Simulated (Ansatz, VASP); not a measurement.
**C: VASP beside Ansatz**

```
CELL_PARAMETERS angstrom
-1.80319 1.80319 3.03984
1.80319 -1.80319 3.03984
1.80319 1.80319 -3.03984
ATOMIC_POSITIONS crystal
C 0.00000 0.00000 0.00000
C 0.99377 0.78778 0.20599
C 0.21222 0.41822 0.20599
C 0.21222 0.00623 0.79401
C 0.58178 0.78778 0.79401
```

Alike in both runs: task single point; functional PBE; k mesh 6 × 6 × 6; occupations gaussian, width 0.1 eV; no spin polarisation.

```csv
,VASP,Ansatz
version,VASP 6.6.1,Ansatz 0.2.0
potentials or method,"VASP PAW PBE potentials, release 64 (C), cutoff 520 eV","scalar-relativistic, plane waves, PAW"
valence electrons in the cell,20,20
```

Ansatz gave:

```
gap on the k mesh at the Fermi level (eV)                     : 2.89
least direct gap on the mesh (eV)                             : 3.26
pressure (GPa)                                                : -4.6
traceless stress, the component that is largest in VASP (GPa) : -1.64
rms of the force components (eV/Å)                            : 0.899
```

Q: What did VASP give for the same quantities?

A: gap on the k mesh at the Fermi level (eV): 2.88; least direct gap on the mesh (eV): 3.25; pressure (GPa): -4.2; traceless stress, the component that is largest in VASP (GPa): -1.49; rms of the force components (eV/Å): 0.919.

Atom by atom the forces differ by 0.024 eV/Å (rms over components).
